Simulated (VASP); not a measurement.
MgTeSe3, 5 atoms in the cell. The structure is trigonal, space group R3m (No. 160). The conventional cell has a = 7.149 Å, b = 7.149 Å, c = 8.793 Å, α = 90.00°, β = 90.00°, γ = 120.00°. Mg (site symmetry 3m) has 12 Se at 3.53 to 3.64 Å and 8 Te at 4.31 to 4.48 Å within 4.6 Å. Te (site symmetry 3m) has 6 Se at 2.53 to 2.54 Å within 3.3 Å. Se (site symmetry m) has 2 Te at 2.53 to 2.54 Å within 3.3 Å. 

* Program: VASP 6.6.1
* Task: relaxation of cell and atoms
* Functional: PBE
* Potentials or basis: VASP PAW PBE potentials, release 64 (Mg, Te, Se)
* Cutoff: 600 eV
* k mesh: 3 × 3 × 3
* Occupations: gaussian, width 0.1 eV
* Spin: no spin polarisation
* Dipole correction: no
* Further INCAR settings: ALGO = Normal; EDIFF = 1e-06; IBRION = 2; EDIFFG = -0.04; NSW = 90; ISIF = 3

Potentials or basis: VASP PAW PBE potentials, release 64 (Mg, Te, Se).

The run is started by

```console
$ cat potpaw_PBE.64/Mg/POTCAR potpaw_PBE.64/Te/POTCAR potpaw_PBE.64/Se/POTCAR > POTCAR
$ mpirun -np 1 vasp_std > vasp.out
```

Hardware: 1 thread of Intel(R) Xeon(R) Platinum 8488C (Sapphire Rapids), on a shared host.

Problem. How long does it take, and how much memory?

Solution. Run time: 7 min on 1 thread of Intel(R) Xeon(R) Platinum 8488C (Sapphire Rapids), on a shared host, peak memory 0.26 GiB. Counts: scf iterations 306, k points 6, ion steps 41.
